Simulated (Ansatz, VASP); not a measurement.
**CsPtS: VASP beside Ansatz**

```
Cs Pt S
1.0
     5.10374    0.00000    0.00000
     0.00000    5.10374    0.00000
     0.00000    0.00000    4.32181
Cs Pt S
1 1 1
Direct
  0.00000 0.00000 0.00000
  0.50000 0.50000 0.00000
  0.50000 0.50000 0.50000
```

Change from the starting cell: species swapped into the DyCoC type (P4/mmm, No. 123).

Alike in both runs: task single point; functional PBE; k mesh 4 × 4 × 4; occupations gaussian, width 0.1 eV; collinear spin.

|  | VASP | Ansatz |
| --- | --- | --- |
| version | VASP 6.6.1 | Ansatz 0.2.0 |
| potentials or method | VASP PAW PBE potentials, release 64 (Cs_sv, Pt, S), cutoff 500 eV | scalar-relativistic, plane waves, PAW |
| valence electrons in the cell | 25 | 33 |

|  | VASP | Ansatz | Ansatz less VASP |
| --- | --- | --- | --- |
| pressure (GPa) | 0.2 | 0.2 | +0.05 |
| traceless stress, the component that is largest in VASP (GPa) | -0.27 | -0.21 | +0.069 |
| net moment per atom (μB) | 0.00 | 0.00 | 0.000 |

VASP's potentials hold 25 valence electrons a cell and Ansatz's 33, so a difference there can come from the potentials and not from the codes. Ansatz's warnings: filled band counts differ across k points, seeded moment not kept.

The k mesh is coarse, so the values compare programs but aren't converged. Neither program's run includes spin-orbit coupling.
